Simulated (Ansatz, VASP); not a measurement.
## Two plane-wave programs on AlCr2C

```
Al Cr C
1.0
     2.81359    0.00000    0.00000
    -1.40680    2.43664    0.00000
     0.00000    0.00000   12.58289
Al Cr C
2 4 2
Direct
  0.66667 0.33333 0.25000
  0.33333 0.66667 0.75000
  0.33333 0.66667 0.41561
  0.66667 0.33333 0.91561
  0.66667 0.33333 0.58439
  0.33333 0.66667 0.08439
  0.00000 0.00000 0.50000
  0.00000 0.00000 0.00000
```

Alike in both runs: functional PBEsol; k mesh 12 × 12 × 4; occupations gaussian, width 0.1 eV; no spin polarisation.

Ansatz relaxed the structure, and its values are those at the end. VASP's run is a single point on that final structure, the one shown.

```csv
,VASP,Ansatz
version,VASP 6.6.1,Ansatz 0.2.0
potentials or method,"VASP PAW PBE potentials, release 64 (Al, Cr_pv, C), cutoff 520 eV","scalar-relativistic, plane waves, PAW"
valence electrons in the cell,62,70
```

VASP gave:

- gap on the k mesh at the Fermi level (eV): none
- pressure (GPa): 0.1
- rms of the force components (eV/Å): 0.012

Question: Estimate Ansatz's values.

Answer: gap on the k mesh at the Fermi level (eV): none; pressure (GPa): 0.0; rms of the force components (eV/Å): 0.001.

VASP's potentials were made for PBE, not for PBEsol. A gap of «none» marks a metal or a gap that the smearing closes. VASP's potentials hold 62 valence electrons a cell and Ansatz's 70, so a difference there can come from the potentials and not from the codes.
